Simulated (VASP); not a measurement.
# AlC in VASP: further runs

Runs on AlC. Level: PBE. Tasks: single point, relaxation of cell and atoms.

Everything below comes from runs of VASP 6.6.1. Logs are shortened: lines on timing, memory, paths and dates and some standing lists are left out, and cuts for length are marked.

## Step 1: The cell of the first run

Symmetry: I4/mmm, No. 139, tetragonal system. The conventional cell has a = 3.046 Å, b = 3.046 Å, c = 4.215 Å, α = 90.00°, β = 90.00°, γ = 90.00°. Within 2.8 Å of Al (site symmetry 4/mmm) lie 6 C at 2.11 to 2.15 Å. Within 2.8 Å of C (site symmetry 4/mmm) lie 6 Al at 2.11 to 2.15 Å.

The cell was built from a structure type or drawn by symmetry, and may not be a known phase.

## Step 2: Single point, PBE

Contents of INCAR:

```
  PREC = Accurate
  ENCUT = 600
  EDIFF = 1E-6
  ISMEAR = 0
  SIGMA = 0.1
  LREAL = False
  LASPH = True
  NELM = 120
  ALGO = Normal
  ISIF = 2
  LWAVE = False
  LCHARG = False
  GGA = PE
  NBANDS = 15
  GGA_COMPAT = False
```

Contents of KPOINTS:

```
regular mesh
0
Gamma
  6 6 2
```

Contents of POSCAR:

```
AlC
1.0
    3.0459481369      0.0000000000      0.0000000000
    0.0000000000      3.0459481369      0.0000000000
    0.0000000000      0.0000000000      4.2145689209
Al C
2 2
Direct
    0.0000000000      0.5000000000      0.7499993442
    0.5000000000      0.0000000000      0.2500006558
    0.0000000000      0.5000000000      0.2500037929
    0.5000000000      0.0000000000      0.7499962071
```

Potentials or basis: VASP PAW PBE potentials, release 64 (Al, C).

Launch:

```sh
$ cat potpaw_PBE.64/Al/POTCAR potpaw_PBE.64/C/POTCAR > POTCAR
$ mpirun -np 1 vasp_std > vasp.out
```

OUTCAR:

```text
PREC = Accurate
   ENCUT = 600
   EDIFF = 1E-6
   ISMEAR = 0
   LREAL = False
   LASPH = True
   NELM = 120
   ISIF = 2
   GGA = PE

 ion  position               nearest neighbor table
   1  0.000  0.500  0.750-   3 2.11   3 2.11   4 2.15   4 2.15   4 2.15   4 2.15   2 3.01   2 3.01
                             2 3.01   2 3.01   2 3.01   2 3.01   2 3.01   2 3.01
   2  0.500  0.000  0.250-   4 2.11   4 2.11   3 2.15   3 2.15   3 2.15   3 2.15   1 3.01   1 3.01
                             1 3.01   1 3.01   1 3.01   1 3.01   1 3.01   1 3.01
   3  0.000  0.500  0.250-   1 2.11   1 2.11   2 2.15   2 2.15   2 2.15   2 2.15
   4  0.500  0.000  0.750-   2 2.11   2 2.11   1 2.15   1 2.15   1 2.15   1 2.15

  LATTYP: Found a simple tetragonal cell.
 ALAT       =     3.0459481369
 C/A-ratio  =     1.3836640453

  Lattice vectors:

 A1 = (   3.0459481369,   0.0000000000,   0.0000000000)
 A2 = (   0.0000000000,   3.0459481369,   0.0000000000)
 A3 = (   0.0000000000,   0.0000000000,   4.2145689209)

Analysis of symmetry for initial positions (statically):
=====================================================================
 Subroutine PRICEL returns following result:

  LATTYP: Found a body centered tetragonal cell.
 ALAT       =     3.0459481369
 C/A-ratio  =     1.3836640453

  Lattice vectors:

 A1 = (  -1.5229740685,  -1.5229740685,  -2.1072789326)
 A2 = (   1.5229740685,   1.5229740685,  -2.1072899883)
 A3 = (   1.5229740685,  -1.5229740684,   2.1072789326)

   2 primitive cells build up your supercell.

 Routine SETGRP: Setting up the symmetry group for a
 simple tetragonal supercell.

 Subroutine GETGRP returns: Found 16 space group operations
 (whereof  8 operations were pure point group operations)
 out of a pool of 16 trial point group operations.

The static configuration has the point symmetry D_2d.
 The point group associated with its full space group is D_4h.

Analysis of symmetry for dynamics (positions and initial velocities):
=====================================================================
 Subroutine PRICEL returns following result:

  LATTYP: Found a body centered tetragonal cell.
 ALAT       =     3.0459481369
 C/A-ratio  =     1.3836640453

  Lattice vectors:

 A1 = (  -1.5229740685,  -1.5229740685,  -2.1072789326)
 A2 = (   1.5229740685,   1.5229740685,  -2.1072899883)
 A3 = (   1.5229740685,  -1.5229740684,   2.1072789326)

   2 primitive cells build up your supercell.

 Routine SETGRP: Setting up the symmetry group for a
[... 112 lines left out ...]
   PSTRESS=    0.0 pullay stress
   NELECT =      14.0000    total number of electrons
   NUPDOWN=      -1.0000    fix difference up-down
   EMIN   =  10.00;   EMAX   =-10.00  energy-range for DOS
   EFERMI =   0.00;   METHOD = LEGACY
   ISMEAR =     0;   SIGMA  =   0.10  broadening in eV -4-tet -1-fermi 0-gaus
   EFERMI_NEDOS =   21; number of points for ismear=-14 and -15
   IALGO  =     38    algorithm
   IMIX   =      4    mixing-type and parameters
     AMIX     =   0.40;   BMIX     =  1.00
     AMIX_MAG =   1.60;   BMIX_MAG =  1.00
  volume/ion in A,a.u.               =       9.78        65.97
  Fermi-wavevector in a.u.,A,eV,Ry     =   1.162478  2.196765 18.386306  1.351355
  Thomas-Fermi vector in A             =   2.299039
   LORBIT       =      0    0 simple, 1 ext, 2 COOP (PROOUT), +10 PAW based schemes
   GGA     = PE    functional components
   LHFCALC =     F    Hartree Fock is set to
   AEXX    =    0.0000 exact exchange contribution
   IVDW    =     0    specifies the selected vdW correction
   LEPSILON=     F    determine dielectric tensor
   LRPA    =     F    only Hartree local field effects (RPA)
 non-spin polarized calculation
 Gauss-broadening in eV      SIGMA  =   0.10
  energy-cutoff  :      600.00
  volume of cell :       39.10
 maximum number of plane-waves:      1328
   NGX = 13   NGY = 13   NGZ = 17

 number of electron      14.0000000 magnetization

 Free energy of the ion-electron system (eV)
  ---------------------------------------------------
  ext. energy  EPLUGINS =         0.00000000
  ---------------------------------------------------
  free energy    TOTEN  =       -23.92354011 eV

  energy without entropy =      -23.90467515  energy(sigma->0) =      -23.91410763

 E-fermi :   8.4731     XC(G=0): -11.6032

 val. band max:        8.3884224243   @ k =   0.3333   0.1667   0.0000
 cond. band min:       8.4736563541   @ k =   0.3333   0.0000   0.5000
 fundamental gap:      0.0852339299
 Fermi energy:         8.4731451509

 k-point     1 :       0.0000    0.0000    0.0000
  band No.  band energies     occupation
      1      -6.0730      2.00000
      2      -0.7495      2.00000
      3       2.1198      2.00000
      4       6.5661      2.00000
      5       6.5661      2.00000
      6       9.6761      0.00000
      7       9.9022      0.00000
      8       9.9022      0.00000
      9      11.6433      0.00000
     10      13.0956      0.00000
     11      16.4111      0.00000
     12      19.1582      0.00000
     13      19.1582      0.00000
     14      19.4599      0.00000
[... 329 lines left out ...]
      2      -0.6988      2.00000
      3       3.7332      2.00000
      4       3.7332      2.00000
      5       3.7336      2.00000
      6       3.7336      2.00000
      7       4.9943      2.00000
      8       4.9943      2.00000
      9      15.7717      0.00000
     10      15.7717      0.00000
     11      19.2531      0.00000
     12      19.2531      0.00000
     13      19.2531      0.00000
     14      19.2531      0.00000
     15      19.7907      0.00000

------------------------ aborting loop because EDIFF is reached ----------------------------------------

  FORCE on cell =-STRESS in cart. coord.  units (eV):
  Direction    XX          YY          ZZ          XY          YZ          ZX
  --------------------------------------------------------------------------------------
  -------------------------------------------------------------------------------------
  Total       -0.0089938     -0.0089938     -0.0362688      0.0000000     -0.0000000      0.0000000
  in kB       -0.3685146     -0.3685146     -1.4860906      0.0000000     -0.0000000      0.0000000
  external PRESSURE =      -0.7410399 kB  Pullay stress =       0.0000000 kB

 VOLUME and BASIS-vectors are now :
 -----------------------------------------------------------------------------
  energy-cutoff  :      600.00
  volume of cell :       39.10
      direct lattice vectors                 reciprocal lattice vectors
     3.045948137  0.000000000  0.000000000     0.328304999  0.000000000  0.000000000
     0.000000000  3.045948137  0.000000000     0.000000000  0.328304999  0.000000000
     0.000000000  0.000000000  4.214568921     0.000000000  0.000000000  0.237272191

 POSITION                                       TOTAL-FORCE (eV/Angst)
 -----------------------------------------------------------------------------------
      0.00000      1.52297      3.16092         0.000000      0.000000      0.000000
      1.52297      0.00000      1.05364         0.000000      0.000000      0.000000
      0.00000      1.52297      1.05366        -0.000000     -0.000000      0.000000
      1.52297      0.00000      3.16091         0.000000      0.000000      0.000000
 -----------------------------------------------------------------------------------
    total drift:                                0.000000      0.000000      0.000671

  FREE ENERGIE OF THE ION-ELECTRON SYSTEM (eV)
  ---------------------------------------------------
  free  energy   TOTEN  =       -23.9235401125 eV

  energy  without entropy=      -23.9046751549  energy(sigma->0) =      -23.91410763
```

OSZICAR:

```text
N       E                     dE             d eps       ncg     rms          rms(c)
DAV:   1     0.221933123178E+02    0.22193E+02   -0.64873E+03   600   0.909E+02
DAV:   2    -0.234164960776E+02   -0.45610E+02   -0.43195E+02   836   0.150E+02
DAV:   3    -0.255038291663E+02   -0.20873E+01   -0.20159E+01   803   0.276E+01
DAV:   4    -0.255191097368E+02   -0.15281E-01   -0.15276E-01   726   0.284E+00
DAV:   5    -0.255192730287E+02   -0.16329E-03   -0.16329E-03   818   0.305E-01    0.667E+00
DAV:   6    -0.239943391898E+02    0.15249E+01   -0.25442E+00   719   0.935E+00    0.243E+00
DAV:   7    -0.239268502064E+02    0.67489E-01   -0.43902E-01   768   0.394E+00    0.139E+00
DAV:   8    -0.239248044738E+02    0.20457E-02   -0.19908E-02   635   0.102E+00    0.379E-01
DAV:   9    -0.239235275140E+02    0.12770E-02   -0.20897E-03   747   0.309E-01    0.117E-01
DAV:  10    -0.239235562869E+02   -0.28773E-04   -0.55830E-04   775   0.129E-01    0.338E-02
DAV:  11    -0.239235570655E+02   -0.77862E-06   -0.20047E-04   726   0.825E-02    0.287E-02
DAV:  12    -0.239235399344E+02    0.17131E-04   -0.47550E-05   740   0.408E-02    0.149E-03
DAV:  13    -0.239235401125E+02   -0.17806E-06   -0.16874E-06   672   0.842E-03
   1 F= -.23923540E+02 E0= -.23914108E+02  d E =-.188650E-01
```

Wall time 17 s (1 thread of Intel Xeon 8259CL, shared host); peak memory 0.15 GiB.

Results:

* Free energy: -23.9235 eV
* Pressure: -0.1 GPa
* Band gap on the k mesh: zero (bands 7 and 8 overlap by 4.91 eV)

Caveat: the k points lie up to 0.75 Å⁻¹ apart, too coarse for converged energies and pressures of a metal.

## Step 3: Single point, PBE

This run uses another cell than the first one: it holds 2 atoms, not 4.

Contents of INCAR:

```
SYSTEM = AlC
ALGO = Normal
EDIFF = 1E-6
ENCUT = 600
GGA = PE
GGA_COMPAT = .FALSE.
ISIF = 2
ISMEAR = 0
LASPH = .TRUE.
LCHARG = .FALSE.
LREAL = .FALSE.
LWAVE = .FALSE.
NBANDS = 10
NELM = 120
PREC = Accurate
SIGMA = 0.1
```

Contents of KPOINTS:

```
k-points
0
G
  8 8 8
  0 0 0
```

Contents of POSCAR:

```
AlC
1.0
   -1.5095046997      1.5095046997      2.1343139341
    1.5095046997     -1.5095046997      2.1343139341
    1.5095046997      1.5095046997     -2.1343139341
Al C
1 1
Direct
    0.0000000000      0.0000000000      0.0000000000
    0.5000000000      0.5000000000      0.0000000000
```

Potentials or basis: VASP PAW PBE potentials, release 64 (Al, C).

Launch:

```sh
$ cat potpaw_PBE.64/Al/POTCAR potpaw_PBE.64/C/POTCAR > POTCAR
$ mpirun -np 1 vasp_std > vasp.out
```

It took 17 s on 1 thread of Intel Xeon 8259CL, shared host; peak memory 0.14 GiB.

The run converged. Its results:

```yaml
Free_energy: -11.9974 eV
Pressure: -0.4 GPa
Band_gap_on_the_k_mesh: zero (an odd number of electrons rules out a gap without spin polarisation)
```

Levels at points of the mesh, in eV from the Fermi level:
| k point | band 1 | band 2 | band 3 | band 4 | band 5 | band 6 | band 7 | band 8 |
| --- | --- | --- | --- | --- | --- | --- | --- | --- |
| (0.00, 0.00, 0.00) | -14.44 | 1.50 | 1.51 | 1.51 | 8.17 | 10.94 | 10.94 | 10.95 |
| (0.50, 0.00, 0.00) | -10.58 | -7.36 | 0.43 | 0.43 | 7.05 | 9.18 | 9.18 | 12.99 |
| (0.50, 0.50, 0.00) | -9.26 | -6.29 | -1.66 | -1.66 | 3.55 | 4.87 | 14.88 | 16.47 |
| (0.50, 0.50, 0.50) | -9.26 | -6.28 | -1.66 | -1.66 | 3.55 | 4.87 | 14.88 | 16.47 |

(Continued in part 2 of 2.)
